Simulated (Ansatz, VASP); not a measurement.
Two plane-wave programs on Sn

File POSCAR:

```
Sn
1.0
    6.1511416999      0.0000000000      0.0000000000
   -3.0755708500      5.3270449744      0.0000000000
    0.0000000000      0.0000000000      3.7709173030
Sn
3
Direct
    0.0000000000      0.0000000000      0.0000000000
    0.3333333333      0.6666666667      0.5000000000
    0.6666666667      0.3333333333      0.5000000000
```

INCAR.step1

```
SYSTEM = Sn
  PREC = Accurate
  ENCUT = 600
  ISMEAR = 0
  SIGMA = 0.1
  LREAL = .FALSE.
  LASPH = .TRUE.
  NELM = 100
  GGA = PE
  ALGO = Normal
  EDIFF = 1E-4
  LWAVE = .TRUE.
  LCHARG = .FALSE.
```

Contents of INCAR.step2:

```
SYSTEM = Sn
  PREC = Accurate
  ENCUT = 600
  EDIFF = 1E-7
  ISMEAR = 0
  SIGMA = 0.1
  LREAL = .FALSE.
  LASPH = .TRUE.
  NELM = 100
  ALGO = Normal
  ISIF = 3
  LWAVE = .FALSE.
  LCHARG = .FALSE.
  METAGGA = R2SCAN
  LMIXTAU = .TRUE.
  IBRION = 2
  NSW = 90
  EDIFFG = -0.04
  ISTART = 1
```

The input KPOINTS:

```
regular mesh
0
G
  3 3 4
  0 0 0
```

Input for Ansatz:

```yaml
crystal:
  lattice:
    - [6.1511416999, 0.0, 0.0]
    - [-3.07557085, 5.3270449744, 0.0]
    - [0.0, 0.0, 3.770917303]
  atoms:
    - { symbol: Sn, position: [0.0, 0.0, 0.0] }
    - { symbol: Sn, position: [0.3333333333, 0.6666666667, 0.5] }
    - { symbol: Sn, position: [0.6666666667, 0.3333333333, 0.5] }
basis:
  ecutwfc: 500
kpoints:
  mp_grid: { grid: [3, 3, 4] }
hamiltonian:
  xc: r2scan
scf:
  occupations: { method: gaussian, width: 0.1 }
  lower_state_search: "off"
output:
  forces: true
  stress: true
  eigenvalues: true
relax:
  adjacent_minimum: "off"
  f_tol: 0.04
  max_steps: 70
  cell: { stress_tol: 0.4 }
```

Alike in both runs: task relaxation of cell and atoms; functional r2SCAN; k mesh 3 × 3 × 4; occupations gaussian, width 0.1 eV; no spin polarisation.

|  | VASP | Ansatz |
| --- | --- | --- |
| version | VASP 6.6.1 | Ansatz 0.2.0 |
| potentials or method | VASP PAW PBE potentials, release 64 (Sn_d), cutoff 600 eV | scalar-relativistic, plane waves, PAW |
| valence electrons in the cell | 42 | 42 |

VASP gave:

| Item | Value |
| --- | --- |
| gap on the k mesh at the Fermi level, each at its own relaxed structure (eV) | none |
| relaxed volume (Å³/atom) | 28.23 |
| relaxed length of the cell vector where the two differ most in proportion (Å) | 2.881 |

Problem. Estimate Ansatz's values.

Solution. gap on the k mesh at the Fermi level, each at its own relaxed structure (eV): none; relaxed volume (Å³/atom): 28.22; relaxed length of the cell vector where the two differ most in proportion (Å): 2.885.

VASP's potentials were made for PBE, not for r2SCAN. A gap of «none» marks a metal or a gap that the smearing closes.

The k mesh is coarse, so the values compare programs but aren't converged. Noted on VASP's run: the volume moved by over 15 % at a fixed basis, so the end points are rough.
